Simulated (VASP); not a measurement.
# InGa3P4 (P-43m) in VASP: single point with PBE

Aim: the single point of InGa3P4 with PBE.

Everything below comes from runs of VASP 6.6.1. Logs are shortened: lines on timing, memory, paths and dates and some standing lists are left out, and cuts for length are marked.

## (1) The cell of the first run

The structure is cubic, space group P-43m (No. 215). Conventional cell: a = 5.566 Å, b = 5.566 Å, c = 5.566 Å, α = 90.00°, β = 90.00°, γ = 90.00°. Within 3.1 Å of Ga (site symmetry -42m) lie 4 P at 2.38 Å. Within 3.1 Å of P (site symmetry 3m) lie 3 Ga at 2.38 Å and 1 In at 2.51 Å. Within 3.3 Å of In (site symmetry -43m) lie 4 P at 2.51 Å.

## (2) Single point, PBE, non-collinear spin, zero start, spin-orbit coupling

INCAR reads:

```
PREC     = Accurate       # precision mode
ENCUT    = 520            # plane-wave cutoff, eV
EDIFF    = 1E-7           # SCF threshold, eV
ISMEAR   = -1             # smearing method
SIGMA    = 0.02           # smearing width, eV
LREAL    = F              # projectors in reciprocal space
LASPH    = T              # aspherical terms in the spheres
NELM     = 150            # most SCF steps
ALGO     = Normal         # electronic algorithm
ISIF     = 2              # what is computed and relaxed
LWAVE    = F              # write WAVECAR
LCHARG   = F              # write CHGCAR
MAGMOM   = 0 0 0 0 0 0 0 0 0 0 0 0 0 0 0 0 0 0 0 0 0 0 0 0 # initial moments
LORBIT   = 11             # projections on sites
LSORBIT  = T              # spin-orbit coupling
GGA_COMPAT= F            
LORBMOM  = T            
GGA      = PE             # functional
NBANDS   = 90             # bands
KPAR     = 4
```

KPOINTS reads:

```
Automatic mesh
0
Gamma
  6 6 6
```

POSCAR reads:

```
InGa3P4
1.0
    5.5664661521      0.0000000000      0.0000000000
    0.0000000000      5.5664661521      0.0000000000
    0.0000000000      0.0000000000      5.5664661521
Ga P In
3 4 1
Direct
    0.5000000000      0.0000000000      0.0000000000
    0.0000000000      0.5000000000      0.0000000000
    0.0000000000      0.0000000000      0.5000000000
    0.7602244760      0.2397755240      0.2397755240
    0.2397755240      0.7602244760      0.2397755240
    0.2397755240      0.2397755240      0.7602244760
    0.7602244760      0.7602244760      0.7602244760
    0.5000000000      0.5000000000      0.5000000000
```

Potentials or basis: VASP PAW PBE potentials, release 64 (Ga_d, P, In_d).

The run is started by

```sh
$ cat potpaw_PBE.64/Ga_d/POTCAR potpaw_PBE.64/P/POTCAR potpaw_PBE.64/In_d/POTCAR > POTCAR
$ mpirun -np 4 vasp_ncl > vasp.out
```

OUTCAR:

```text
PREC = Accurate
   ENCUT = 520
   EDIFF = 1E-7
   ISMEAR = -1
   LREAL = F
   LASPH = T
   NELM = 150
   ISIF = 2
   LORBIT = 11
   LSORBIT = T
   GGA = PE

 ion  position               nearest neighbor table
   1  0.500  0.000  0.000-   4 2.38   5 2.38   6 2.38   7 2.38
   2  0.000  0.500  0.000-   4 2.38   5 2.38   6 2.38   7 2.38
   3  0.000  0.000  0.500-   4 2.38   5 2.38   6 2.38   7 2.38
   4  0.760  0.240  0.240-   1 2.38   2 2.38   3 2.38   8 2.51
   5  0.240  0.760  0.240-   1 2.38   2 2.38   3 2.38   8 2.51
   6  0.240  0.240  0.760-   1 2.38   2 2.38   3 2.38   8 2.51
   7  0.760  0.760  0.760-   1 2.38   2 2.38   3 2.38   8 2.51
   8  0.500  0.500  0.500-   4 2.51   5 2.51   6 2.51   7 2.51

  LATTYP: Found a simple cubic cell.
 ALAT       =     5.5664661521

  Lattice vectors:

 A1 = (   5.5664661521,   0.0000000000,   0.0000000000)
 A2 = (   0.0000000000,   5.5664661521,   0.0000000000)
 A3 = (   0.0000000000,   0.0000000000,   5.5664661521)

Analysis of symmetry for initial positions (statically):
=====================================================================
 Subroutine PRICEL returns:
 Original cell was already a primitive cell.

 Routine SETGRP: Setting up the symmetry group for a
 simple cubic supercell.

 Subroutine GETGRP returns: Found 24 space group operations
 (whereof 24 operations were pure point group operations)
 out of a pool of 48 trial point group operations.

The static configuration has the point symmetry T_d .

Analysis of symmetry for dynamics (positions and initial velocities):
=====================================================================
 Subroutine PRICEL returns:
 Original cell was already a primitive cell.

 Routine SETGRP: Setting up the symmetry group for a
 simple cubic supercell.

 Subroutine GETGRP returns: Found 24 space group operations
 (whereof 24 operations were pure point group operations)
 out of a pool of 48 trial point group operations.

The dynamic configuration has the point symmetry T_d .

Analysis of structural, dynamic, and magnetic symmetry:
=====================================================================
 Subroutine PRICEL returns:
 Original cell was already a primitive cell.

 Routine SETGRP: Setting up the symmetry group for a
 simple cubic supercell.

 Subroutine GETGRP returns: Found 24 space group operations
 (whereof 24 operations were pure point group operations)
 out of a pool of 48 trial point group operations.

The overall configuration has the point symmetry T_d .

 Subroutine INISYM returns: Found 24 space group operations
 (whereof 24 operations are pure point group operations),
 and found     1 'primitive' translations

----------------------------------------------------------------------------------------

                                     Primitive cell

  volume of cell :     172.4800

  direct lattice vectors                    reciprocal lattice vectors
     5.566466152  0.000000000  0.000000000     0.179647190  0.000000000  0.000000000
     0.000000000  5.566466152  0.000000000     0.000000000  0.179647190  0.000000000
     0.000000000  0.000000000  5.566466152     0.000000000  0.000000000  0.179647190

  length of vectors
     5.566466152  5.566466152  5.566466152     0.179647190  0.179647190  0.179647190

  position of ions in fractional coordinates (direct lattice)
     0.500000000  0.000000000  0.000000000
     0.000000000  0.500000000  0.000000000
     0.000000000  0.000000000  0.500000000
     0.760224476  0.239775524  0.239775524
     0.239775524  0.760224476  0.239775524
     0.239775524  0.239775524  0.760224476
     0.760224476  0.760224476  0.760224476
     0.500000000  0.500000000  0.500000000

  ion indices of the primitive-cell ions
   primitive index   ion index
[... 2232 lines left out ...]
  --------------------------------------------------------------------------------------
  -------------------------------------------------------------------------------------
  Total        2.3250003      2.3250003      2.3250003     -0.0000000      0.0000000      0.0000000
  in kB       21.5970718     21.5970718     21.5970718     -0.0000000      0.0000000      0.0000000
  external PRESSURE =      21.5970718 kB  Pullay stress =       0.0000000 kB

 VOLUME and BASIS-vectors are now :
 -----------------------------------------------------------------------------
  energy-cutoff  :      520.00
  volume of cell :      172.48
      direct lattice vectors                 reciprocal lattice vectors
     5.566466152  0.000000000  0.000000000     0.179647190  0.000000000  0.000000000
     0.000000000  5.566466152  0.000000000     0.000000000  0.179647190  0.000000000
     0.000000000  0.000000000  5.566466152     0.000000000  0.000000000  0.179647190

 POSITION                                       TOTAL-FORCE (eV/Angst)
 -----------------------------------------------------------------------------------
      2.78323      0.00000      0.00000        -0.000000     -0.000000     -0.000000
      0.00000      2.78323      0.00000        -0.000000      0.000000     -0.000000
      0.00000      0.00000      2.78323        -0.000000      0.000000     -0.000000
      4.23176      1.33470      1.33470        -0.005388      0.005388      0.005388
      1.33470      4.23176      1.33470         0.005388     -0.005388      0.005388
      1.33470      1.33470      4.23176         0.005388      0.005388     -0.005388
      4.23176      4.23176      4.23176        -0.005388     -0.005388     -0.005388
      2.78323      2.78323      2.78323        -0.000000     -0.000000     -0.000000
 -----------------------------------------------------------------------------------
    total drift:                               -0.000000     -0.000000     -0.000000

  FREE ENERGIE OF THE ION-ELECTRON SYSTEM (eV)
  ---------------------------------------------------
  free  energy   TOTEN  =       -35.6410502649 eV

  energy  without entropy=      -35.6410502648  energy(sigma->0) =      -35.64105026

 orbital moment (x)

 # of ion     p       d       tot
 ----------------------------------------
  1        -0.000   0.000  -0.000
  2         0.000   0.000   0.000
  3         0.000  -0.000  -0.000
  4        -0.000   0.000  -0.000
  5         0.000   0.000   0.000
  6        -0.000   0.000  -0.000
  7         0.000   0.000   0.000
  8         0.000   0.000   0.000
 ----------------------------------------
            0.000   0.000   0.000

 orbital moment (y)

 # of ion     p       d       tot
 ----------------------------------------
  1        -0.000   0.000   0.000
  2         0.000  -0.000  -0.000
  3         0.000  -0.000  -0.000
  4        -0.000   0.000  -0.000
  5        -0.000   0.000  -0.000
  6        -0.000   0.000  -0.000
  7         0.000   0.000   0.000
  8         0.000  -0.000   0.000
 ----------------------------------------
           -0.000  -0.000  -0.000

 orbital moment (z)

 # of ion     p       d       tot
 ----------------------------------------
  1        -0.000  -0.000  -0.000
  2        -0.000   0.000  -0.000
  3         0.000  -0.000  -0.000
  4         0.000   0.000   0.000
  5         0.000   0.000   0.000
  6         0.000   0.000   0.000
  7         0.000   0.000   0.000
  8         0.000  -0.000  -0.000
 ----------------------------------------
           -0.000  -0.000  -0.000

 Spin-Orbit-Coupling matrix elements

 Ion:    1  E_soc:     -0.0114635
 l=   1
     0.0000000    -0.0010588    -0.0010676
    -0.0010588     0.0000000    -0.0010676
    -0.0010676    -0.0010676     0.0000000
 l=   2
     0.0000000    -0.0001710     0.0000000    -0.0001718    -0.0006743
    -0.0001710     0.0000000    -0.0005065    -0.0001710    -0.0001688
     0.0000000    -0.0005065     0.0000000    -0.0005059     0.0000000
    -0.0001718    -0.0001710    -0.0005059     0.0000000    -0.0001684
    -0.0006743    -0.0001688     0.0000000    -0.0001684     0.0000000
 l=   3
     0.0000000     0.0000000     0.0000000     0.0000000     0.0000000     0.0000000     0.0000000
     0.0000000     0.0000000     0.0000000     0.0000000     0.0000000     0.0000000     0.0000000
     0.0000000     0.0000000     0.0000000     0.0000000     0.0000000     0.0000000     0.0000000
     0.0000000     0.0000000     0.0000000     0.0000000     0.0000000     0.0000000     0.0000000
[... 129 lines left out ...]
 l=   2
     0.0000000    -0.0013582     0.0000000    -0.0013582    -0.0052045
    -0.0013582     0.0000000    -0.0039034    -0.0013582    -0.0013011
     0.0000000    -0.0039034     0.0000000    -0.0039034     0.0000000
    -0.0013582    -0.0013582    -0.0039034     0.0000000    -0.0013011
    -0.0052045    -0.0013011     0.0000000    -0.0013011     0.0000000
 l=   3
     0.0000000     0.0000000     0.0000000     0.0000000     0.0000000     0.0000000     0.0000000
     0.0000000     0.0000000     0.0000000     0.0000000     0.0000000     0.0000000     0.0000000
     0.0000000     0.0000000     0.0000000     0.0000000     0.0000000     0.0000000     0.0000000
     0.0000000     0.0000000     0.0000000     0.0000000     0.0000000     0.0000000     0.0000000
     0.0000000     0.0000000     0.0000000     0.0000000     0.0000000     0.0000000     0.0000000
     0.0000000     0.0000000     0.0000000     0.0000000     0.0000000     0.0000000     0.0000000
     0.0000000     0.0000000     0.0000000     0.0000000     0.0000000     0.0000000     0.0000000

 total charge

# of ion       s       p       d       tot
------------------------------------------
    1        0.859   0.814  10.009  11.682
    2        0.859   0.814  10.009  11.682
    3        0.859   0.814  10.009  11.682
    4        1.024   1.511   0.000   2.536
    5        1.024   1.511   0.000   2.536
    6        1.024   1.511   0.000   2.536
    7        1.024   1.511   0.000   2.536
    8        0.835   0.828   9.901  11.564
--------------------------------------------------
tot          7.509   9.316  39.929  56.753

 magnetization (x)

# of ion       s       p       d       tot
------------------------------------------
    1       -0.000  -0.000   0.000  -0.000
    2        0.000  -0.000   0.000  -0.000
    3       -0.000  -0.000   0.000  -0.000
    4       -0.000  -0.000   0.000  -0.000
    5       -0.000   0.000   0.000   0.000
    6        0.000   0.000   0.000   0.000
    7       -0.000  -0.000   0.000  -0.000
    8        0.000   0.000  -0.000   0.000
--------------------------------------------------
tot         -0.000   0.000  -0.000   0.000

 magnetization (y)

# of ion       s       p       d       tot
------------------------------------------
    1        0.000   0.000   0.000   0.000
    2       -0.000  -0.000  -0.000  -0.000
    3       -0.000   0.000   0.000  -0.000
    4        0.000   0.000   0.000   0.000
    5        0.000   0.000   0.000   0.000
    6       -0.000   0.000   0.000  -0.000
    7        0.000   0.000   0.000   0.000
    8        0.000  -0.000  -0.000  -0.000
--------------------------------------------------
tot         -0.000  -0.000  -0.000  -0.000

 magnetization (z)

# of ion       s       p       d       tot
------------------------------------------
    1       -0.000  -0.000  -0.000  -0.000
    2        0.000   0.000   0.000   0.000
    3       -0.000  -0.000   0.000  -0.000
    4        0.000   0.000   0.000   0.000
    5        0.000   0.000   0.000   0.000
    6        0.000  -0.000   0.000  -0.000
    7        0.000  -0.000   0.000   0.000
    8        0.000  -0.000  -0.000  -0.000
--------------------------------------------------
tot          0.000  -0.000  -0.000  -0.000
```

It took 3.7 min on 4 MPI ranks of Intel Xeon Platinum 8375C at 2.90GHz (Ice Lake), shared host; peak memory 0.86 GiB.

What came out:

```yaml
Free_energy: -35.6411 eV
Pressure: 2.2 GPa
Largest_force: 0.009 eV/Å
Net_moment: 0.00 μB per cell
Valence_electrons_inside_the_program's_atomic_spheres: Ga 11.68; P 2.54; In 11.56
```

Forces in eV/Å, atoms in the order of the input:
```
Ga   0.000  0.000  0.000
Ga   0.000  0.000  0.000
Ga   0.000  0.000  0.000
P   -0.005  0.005  0.005
P    0.005 -0.005  0.005
P    0.005  0.005 -0.005
P   -0.005 -0.005 -0.005
In   0.000  0.000  0.000
```

Moments on the atoms (μB; x, y, z):
```
Ga  0.00 0.00 0.00
Ga  0.00 0.00 0.00
Ga  0.00 0.00 0.00
P   0.00 0.00 0.00
P   0.00 0.00 0.00
P   0.00 0.00 0.00
P   0.00 0.00 0.00
In  0.00 0.00 0.00
```
